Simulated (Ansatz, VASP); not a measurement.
**Two plane-wave programs on LiSe2**

```
CELL_PARAMETERS angstrom
0.00000 3.03734 3.03734
3.03734 0.00000 3.03734
3.03734 3.03734 0.00000
ATOMIC_POSITIONS crystal
Li 0.50000 0.50000 0.50000
Se 0.75000 0.75000 0.75000
Se 0.25000 0.25000 0.25000
```

Alike in both runs: task relaxation of cell and atoms; functional PBE; dispersion D3(BJ); k mesh 14 × 14 × 14; occupations gaussian, width 0.1 eV; no spin polarisation.

|  | VASP | Ansatz |
| --- | --- | --- |
| version | VASP 6.6.1 | Ansatz 0.2.0 |
| potentials or method | VASP PAW PBE potentials, release 64 (Li_sv, Se), cutoff 600 eV | scalar-relativistic, plane waves, PAW |
| valence electrons in the cell | 15 | 35 |

|  | VASP | Ansatz | Ansatz less VASP |
| --- | --- | --- | --- |
| gap on the k mesh at the Fermi level, each at its own relaxed structure (eV) | none | none | - |
| relaxed volume (Å³/atom) | 18.72 | 18.73 | +0.011 |
| relaxed cell length with the largest relative difference (Å) | 4.299 | 4.300 | +0.0008 |

A gap of «none» marks a metal or a gap that the smearing closes. VASP's potentials hold 15 valence electrons a cell and Ansatz's 35, so a difference there can come from the potentials and not from the codes.

Noted on VASP's run: the cutoff is short for stress, so the pressure is rough.
